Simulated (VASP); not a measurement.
# Al2O3 (R-3c) in VASP: further runs

The runs below take Al2O3 through single point, with PBE, r2SCAN.

Everything below comes from runs of VASP 6.6.1. Logs are shortened: lines on timing, memory, paths and dates and some standing lists are left out, and cuts for length are marked.

## Step 1: The cell of the first run

The structure is trigonal, space group R-3c (No. 167). The conventional cell has a = 4.759 Å, b = 4.759 Å, c = 12.995 Å, α = 90.00°, β = 90.00°, γ = 120.00°. Al (site symmetry 3) has 6 O at 1.86 to 1.97 Å within 2.5 Å. Within 2.5 Å of O (site symmetry 2) lie 4 Al at 1.86 to 1.97 Å.

## Step 2: Single point, PBE

File INCAR:

```
ALGO = Normal ; EDIFF = 1E-7
ENCUT = 520 ; GGA = PE
ISIF = 2 ; ISMEAR = -1
LASPH = True ; LCHARG = False
LREAL = False ; LWAVE = False
NBANDS = 35 ; NELM = 80
PREC = Accurate ; SIGMA = 0.02
```

File KPOINTS:

```
k-points
0
Gamma
  6 6 6
```

File POSCAR:

```
Al2O3
1.0
    2.3793611050      1.3737247745      4.3315925795
   -2.3793611050      1.3737247745      4.3315925795
    0.0000000000     -2.7474495490      4.3315925795
Al O
4 6
Direct
    0.1480885927      0.1480885927      0.1480885927
    0.3519114073      0.3519114073      0.3519114073
    0.6480885927      0.6480885927      0.6480885927
    0.8519114073      0.8519114073      0.8519114073
    0.9436338430      0.5563661570      0.2500000000
    0.4436338430      0.7500000000      0.0563661570
    0.5563661570      0.2500000000      0.9436338430
    0.2500000000      0.9436338430      0.5563661570
    0.7500000000      0.0563661570      0.4436338430
    0.0563661570      0.4436338430      0.7500000000
```

Potentials or basis: VASP PAW PBE potentials, release 64 (Al, O).

Run with:

```
cat potpaw_PBE.64/Al/POTCAR potpaw_PBE.64/O/POTCAR > POTCAR
mpirun -np 1 vasp_std > vasp.out
```

OUTCAR:

```text
EDIFF = 1E-7
   ENCUT = 520
   GGA = PE
   ISIF = 2
   ISMEAR = -1
   LASPH = True
   LREAL = False
   NELM = 80
   PREC = Accurate

 ion  position               nearest neighbor table
   1  0.148  0.148  0.148-   6 1.86  10 1.86   9 1.86   5 1.97   8 1.97   7 1.97   2 2.65   4 2.79
                             4 2.79   4 2.79   2 3.22   2 3.22   2 3.22
   2  0.352  0.352  0.352-   9 1.86  10 1.86   6 1.86   5 1.97   7 1.97   8 1.97   1 2.65   3 2.79
                             3 2.79   3 2.79   1 3.22   1 3.22   1 3.22
   3  0.648  0.648  0.648-   8 1.86   5 1.86   7 1.86  10 1.97   6 1.97   9 1.97   4 2.65   2 2.79
                             2 2.79   2 2.79   4 3.22   4 3.22   4 3.22
   4  0.852  0.852  0.852-   7 1.86   5 1.86   8 1.86  10 1.97   9 1.97   6 1.97   3 2.65   1 2.79
                             1 2.79   1 2.79   3 3.22   3 3.22   3 3.22
   5  0.944  0.556  0.250-   3 1.86   4 1.86   1 1.97   2 1.97
   6  0.444  0.750  0.056-   1 1.86   2 1.86   3 1.97   4 1.97
   7  0.556  0.250  0.944-   4 1.86   3 1.86   2 1.97   1 1.97
   8  0.250  0.944  0.556-   3 1.86   4 1.86   1 1.97   2 1.97
   9  0.750  0.056  0.444-   2 1.86   1 1.86   4 1.97   3 1.97
  10  0.056  0.444  0.750-   1 1.86   2 1.86   3 1.97   4 1.97

  LATTYP: Found a trigonal (rhomboedric) cell.
 ALAT       =     5.1294418116
 COS(alpha) =     0.5696612079

  Lattice vectors:

 A1 = (   2.3793611050,   1.3737247745,   4.3315925795)
 A2 = (  -2.3793611050,   1.3737247745,   4.3315925795)
 A3 = (   0.0000000000,  -2.7474495490,   4.3315925795)

Analysis of symmetry for initial positions (statically):
=====================================================================
 Subroutine PRICEL returns:
 Original cell was already a primitive cell.

 Routine SETGRP: Setting up the symmetry group for a
 trigonal (rhombohedral) supercell.

 Subroutine GETGRP returns: Found 12 space group operations
 (whereof  6 operations were pure point group operations)
 out of a pool of 12 trial point group operations.

The static configuration has the point symmetry S_6 .
 The point group associated with its full space group is D_3d.

Analysis of symmetry for dynamics (positions and initial velocities):
=====================================================================
 Subroutine PRICEL returns:
 Original cell was already a primitive cell.

 Routine SETGRP: Setting up the symmetry group for a
 trigonal (rhombohedral) supercell.

 Subroutine GETGRP returns: Found 12 space group operations
 (whereof  6 operations were pure point group operations)
 out of a pool of 12 trial point group operations.

The dynamic configuration has the point symmetry S_6 .
 The point group associated with its full space group is D_3d.

 Subroutine INISYM returns: Found 12 space group operations
 (whereof  6 operations are pure point group operations),
 and found     1 'primitive' translations

----------------------------------------------------------------------------------------

                                     Primitive cell

  volume of cell :      84.9491

  direct lattice vectors                    reciprocal lattice vectors
     2.379361105  1.373724775  4.331592579     0.210140444  0.121324642  0.076953990
    -2.379361105  1.373724775  4.331592579    -0.210140444  0.121324642  0.076953990
     0.000000000 -2.747449549  4.331592579     0.000000000 -0.242649284  0.076953990

  length of vectors
     5.129441812  5.129441812  5.129441812     0.254559604  0.254559604  0.254559604

  position of ions in fractional coordinates (direct lattice)
     0.148088593  0.148088593  0.148088593
     0.351911407  0.351911407  0.351911407
     0.648088593  0.648088593  0.648088593
     0.851911407  0.851911407  0.851911407
     0.943633843  0.556366157  0.250000000
     0.443633843  0.750000000  0.056366157
     0.556366157  0.250000000  0.943633843
     0.250000000  0.943633843  0.556366157
     0.750000000  0.056366157  0.443633843
     0.056366157  0.443633843  0.750000000

  ion indices of the primitive-cell ions
   primitive index   ion index
                 1           1
                 2           2
                 3           3
                 4           4
                 5           5
                 6           6
                 7           7
                 8           8
                 9           9
                10          10

----------------------------------------------------------------------------------------

 KPOINTS: k-points

Automatic generation of k-mesh.
 Grid dimensions read from file:
 generate k-points for:    6    6    6

 Generating k-lattice:

  Cartesian coordinates                     Fractional coordinates (reciprocal lattice)
     0.035023407  0.020220774  0.012825665     0.166666667  0.000000000 -0.000000000
    -0.035023407  0.020220774  0.012825665     0.000000000  0.166666667 -0.000000000
     0.000000000 -0.040441547  0.012825665    -0.000000000 -0.000000000  0.166666667

  Length of vectors
     0.042426601  0.042426601  0.042426601

  Shift w.r.t. Gamma in fractional coordinates (k-lattice)
     0.000000000  0.000000000  0.000000000

 Subroutine IBZKPT returns following result:
 ===========================================

 Found     32 irreducible k-points:

 Following reciprocal coordinates:
            Coordinates               Weight
  0.000000  0.000000  0.000000      1.000000
  0.166667 -0.000000  0.000000      6.000000
  0.333333 -0.000000  0.000000      6.000000
  0.500000 -0.000000  0.000000      3.000000
  0.166667  0.166667  0.000000      6.000000
  0.333333  0.166667  0.000000     12.000000
[... 16 lines left out ...]
  0.500000  0.500000  0.166667      6.000000
 -0.333333  0.500000  0.166667     12.000000
 [... further k-points ...]
   k-points           NKPTS =     32   k-points in BZ     NKDIM =     32   number of bands    NBANDS=     35
   number of dos      NEDOS =    301   number of ions     NIONS =     10
   total plane-waves  NPLWV =  64000
   dimension x,y,z NGX =    40 NGY =   40 NGZ =   40
   dimension x,y,z NGXF=    80 NGYF=   80 NGZF=   80
   ions per type =               4   6
   NGX,Y,Z   is equivalent  to a cutoff of  12.96, 12.96, 12.96 a.u.
   NGXF,Y,Z  is equivalent  to a cutoff of  25.93, 25.93, 25.93 a.u.
 SYSTEM =  unknown system
   PREC   = accura    normal or accurate (medium, high low for compatibility)
   ISTART =      0    job   : 0-new  1-cont  2-samecut
   ICHARG =      2    charge: 1-file 2-atom 10-const
   ISPIN  =      1    spin polarized calculation?
   LNONCOLLINEAR =      F non collinear calculations
   LSORBIT =      F    spin-orbit coupling
   LASPH  =      T    aspherical Exc in radial PAW
   ENCUT  =  520.0 eV  38.22 Ry    6.18 a.u.   9.54  9.54  9.54*2*pi/ulx,y,z
   NELM   =     80;   NELMIN=  2; NELMDL= -5     # of ELM steps
   EDIFF  = 0.1E-06   stopping-criterion for ELM
   LREAL  =      F    real-space projection
   EDIFFG = 0.1E-05   stopping-criterion for IOM
   NSW    =      0    number of steps for IOM
   IBRION =     -1    ionic relax: 0-MD 1-quasi-New 2-CG
   NFREE  =      0    steps in history (QN), initial steepest desc. (CG)
   ISIF   =      2    stress and relaxation
   ISYM   =      2    0-nonsym 1-usesym 2-fastsym
   POTIM  = 0.5000    time-step for ionic-motion
   TEBEG  =    0.0;   TEEND  =   0.0 temperature during run
   PSTRESS=    0.0 pullay stress
   NELECT =      48.0000    total number of electrons
   NUPDOWN=      -1.0000    fix difference up-down
   EMIN   =  10.00;   EMAX   =-10.00  energy-range for DOS
   EFERMI =   0.00;   METHOD = LEGACY
   ISMEAR =    -1;   SIGMA  =   0.02  broadening in eV -4-tet -1-fermi 0-gaus
   EFERMI_NEDOS =   21; number of points for ismear=-14 and -15
   IALGO  =     38    algorithm
   IMIX   =      4    mixing-type and parameters
     AMIX     =   0.40;   BMIX     =  1.00
     AMIX_MAG =   1.60;   BMIX_MAG =  1.00
  volume/ion in A,a.u.               =       8.49        57.33
  Fermi-wavevector in a.u.,A,eV,Ry     =   1.353429  2.557611 24.922758  1.831771
  Thomas-Fermi vector in A             =   2.480685
   LORBIT       =      0    0 simple, 1 ext, 2 COOP (PROOUT), +10 PAW based schemes
   GGA     = PE    functional components
   LHFCALC =     F    Hartree Fock is set to
   AEXX    =    0.0000 exact exchange contribution
   IVDW    =     0    specifies the selected vdW correction
   LEPSILON=     F    determine dielectric tensor
   LRPA    =     F    only Hartree local field effects (RPA)
 non-spin polarized calculation
  energy-cutoff  :      520.00
  volume of cell :       84.95
 maximum number of plane-waves:      2308
 NGX is ok and might be reduce to    40
   NGX = 19   NGY = 19   NGZ = 19

 number of electron      48.0000013 magnetization

 Free energy of the ion-electron system (eV)
  ---------------------------------------------------
  ext. energy  EPLUGINS =         0.00000000
  ---------------------------------------------------
  free energy    TOTEN  =       -74.74902875 eV

  energy without entropy =      -74.74902875  energy(sigma->0) =      -74.74902875

 E-fermi :   6.5889     XC(G=0): -11.6887

 val. band max:        6.1405245708   @ k =   0.0000   0.0000   0.0000
 cond. band min:      12.3799015440   @ k =   0.0000   0.0000   0.0000
 fundamental gap:      6.2393769732
 Fermi energy:         6.5889082808

 k-point     1 :       0.0000    0.0000    0.0000
  band No.  band energies     occupation
      1     -13.1051      2.00000
      2     -10.7700      2.00000
      3     -10.4861      2.00000
      4     -10.4861      2.00000
      5     -10.1682      2.00000
      6     -10.1682      2.00000
[... 27 lines left out ...]
     34      19.7427      0.00000
     35      20.8044      0.00000

 k-point     2 :       0.1667   -0.0000    0.0000
  band No.  band energies     occupation
      1     -12.9614      2.00000
      2     -10.8427      2.00000
      3     -10.5692      2.00000
      4     -10.5141      2.00000
      5     -10.2366      2.00000
      6     -10.1786      2.00000
[... 27 lines left out ...]
     34      19.1429      0.00000
     35      20.5084      0.00000
[... 796 lines left out ...]
     34      19.5688      0.00000
     35      19.8843      0.00000

 k-point    24 :      -0.3333    0.5000    0.1667
  band No.  band energies     occupation
      1     -11.7973      2.00000
      2     -11.4220      2.00000
      3     -11.1696      2.00000
      4     -10.9469      2.00000
      5     -10.3568      2.00000
      6     -10.1477      2.00000
[... 27 lines left out ...]
     34      19.5806      0.00000
     35      19.7265      0.00000

 [... further k-points ...]
[... 5 lines left out ...]
  --------------------------------------------------------------------------------------
  -------------------------------------------------------------------------------------
  Total        4.0317423      4.0317423      3.7354228      0.0000000      0.0000000      0.0000000
  in kB       76.0404031     76.0404031     70.4516882      0.0000000      0.0000000      0.0000000
  external PRESSURE =      74.1774981 kB  Pullay stress =       0.0000000 kB

 VOLUME and BASIS-vectors are now :
 -----------------------------------------------------------------------------
  energy-cutoff  :      520.00
  volume of cell :       84.95
      direct lattice vectors                 reciprocal lattice vectors
     2.379361105  1.373724775  4.331592579     0.210140444  0.121324642  0.076953990
    -2.379361105  1.373724775  4.331592579    -0.210140444  0.121324642  0.076953990
     0.000000000 -2.747449549  4.331592579     0.000000000 -0.242649284  0.076953990

 POSITION                                       TOTAL-FORCE (eV/Angst)
 -----------------------------------------------------------------------------------
      0.00000      0.00000      1.92438         0.000000     -0.000000     -0.034158
      0.00000      0.00000      4.57301         0.000000     -0.000000      0.034158
      0.00000      0.00000      8.42177         0.000000     -0.000000     -0.034158
      0.00000      0.00000     11.07040         0.000000     -0.000000      0.034158
      0.92145      1.37372      7.58029        -0.020107      0.000000     -0.000000
     -0.72896      1.48486      5.41449        -0.010053     -0.017413     -0.000000
      0.72896     -1.48486      7.58029         0.010053      0.017413     -0.000000
     -1.65041      0.11114      7.58029         0.010053     -0.017413     -0.000000
      1.65041     -0.11114      5.41449        -0.010053      0.017413     -0.000000
     -0.92145     -1.37372      5.41449         0.020107      0.000000     -0.000000
 -----------------------------------------------------------------------------------
    total drift:                               -0.000000      0.000000      0.000000

  FREE ENERGIE OF THE ION-ELECTRON SYSTEM (eV)
  ---------------------------------------------------
  free  energy   TOTEN  =       -74.7490287538 eV

  energy  without entropy=      -74.7490287538  energy(sigma->0) =      -74.74902875
```

It took 62 s on 1 thread of Intel Xeon 6975P-C (Granite Rapids), shared host; peak memory 0.25 GiB.

What came out:

| Item | Value |
| --- | --- |
| Free energy | -74.7490 eV |
| Pressure | 7.4 GPa |
| Largest force | 0.034 eV/Å |
| Band gap on the k mesh | 6.24 eV, direct |

Forces in eV/Å, atoms in the order of the input:
```
Al   0.000  0.000 -0.034
Al   0.000  0.000  0.034
Al   0.000  0.000 -0.034
Al   0.000  0.000  0.034
O   -0.020  0.000  0.000
O   -0.010 -0.017  0.000
O    0.010  0.017  0.000
O    0.010 -0.017  0.000
O   -0.010  0.017  0.000
O    0.020  0.000  0.000
```

Stress tensor (GPa, compression positive):
```
7.60 0.00 0.00
0.00 7.60 0.00
0.00 0.00 7.05
```

Levels at points of the mesh, in eV from the valence-band top:
```csv
k point,band 21,band 22,band 23,band 24,band 25,band 26,band 27,band 28
"(0.00, 0.00, 0.00)",-0.49,-0.03,-0.03,0.00,6.24,9.15,10.76,11.53
"(0.50, 0.00, 0.00)",-0.90,-0.90,-0.27,-0.27,9.49,9.49,9.66,9.66
"(0.50, 0.50, 0.00)",-1.01,-0.91,-0.74,-0.25,9.65,9.73,9.96,10.43
"(0.50, 0.50, 0.50)",-0.37,-0.37,-0.37,-0.37,8.69,8.69,11.12,11.12
```

## Step 3: Single point, r2SCAN

POSCAR is that of step 2.

File INCAR.step1:

```
SYSTEM = Al2O3
PREC = Accurate
ENCUT = 520
ISMEAR = 0
SIGMA = 0.01
LREAL = .False.
LASPH = .True.
NELM = 60
NBANDS = 35
GGA = PE
ALGO = Normal
EDIFF = 1E-4
LWAVE = .True.
LCHARG = .False.
```

File INCAR.step2:

```
SYSTEM = Al2O3
PREC = Accurate
ENCUT = 520
EDIFF = 1E-6
ISMEAR = 0
SIGMA = 0.01
LREAL = .False.
LASPH = .True.
NELM = 60
ALGO = Normal
ISIF = 2
LWAVE = .False.
LCHARG = .False.
METAGGA = R2SCAN
LMIXTAU = .True.
NBANDS = 35
ISTART = 1
```

File KPOINTS:

```
regular mesh
0
Gamma
  6 6 6
  0 0 0
```

Potentials or basis: VASP PAW PBE potentials, release 64 (Al, O).

Run with:

```
cat potpaw_PBE.64/Al/POTCAR potpaw_PBE.64/O/POTCAR > POTCAR
cp INCAR.step1 INCAR
mpirun -np 1 vasp_std > vasp.out
cp INCAR.step2 INCAR
mpirun -np 1 vasp_std > vasp.out
```

Run time: 3 min. Hardware: 1 thread of Intel Xeon 6975P-C (Granite Rapids), shared host; peak memory 0.28 GiB.

It converged, with:

```yaml
Free_energy: -96.2696 eV
Pressure: -0.5 GPa
Largest_force: 0.019 eV/Å
Band_gap_on_the_k_mesh: 7.16 eV, direct
```

Forces in eV/Å, atoms in the order of the input:
```
Al   0.000  0.000  0.019
Al   0.000  0.000 -0.019
Al   0.000  0.000  0.019
Al   0.000  0.000 -0.019
O    0.013  0.000  0.000
O    0.006  0.011  0.000
O   -0.006 -0.011  0.000
O   -0.006  0.011  0.000
O    0.006 -0.011  0.000
O   -0.013  0.000  0.000
```

Stress tensor (GPa, compression positive):
```
-0.44  0.00  0.00
 0.00 -0.44  0.00
 0.00  0.00 -0.53
```

Levels at points of the mesh, in eV from the valence-band top:
```tsv
k point	band 20	band 21	band 22	band 23	band 24	band 25	band 26	band 27	band 28	band 29
(0.00, 0.00, 0.00)	-0.52	-0.52	-0.05	-0.05	0.00	7.16	10.12	11.95	12.59	12.59
(0.50, 0.00, 0.00)	-1.35	-0.93	-0.93	-0.29	-0.29	10.43	10.43	10.71	10.71	12.79
(0.50, 0.50, 0.00)	-1.34	-1.05	-0.92	-0.78	-0.27	10.59	10.79	10.91	11.46	12.22
(0.50, 0.50, 0.50)	-2.05	-0.40	-0.40	-0.40	-0.40	9.63	9.63	12.17	12.17	13.70
```

Caveat: the PAW data sets were made with another functional, which shifts forces and pressure a little.
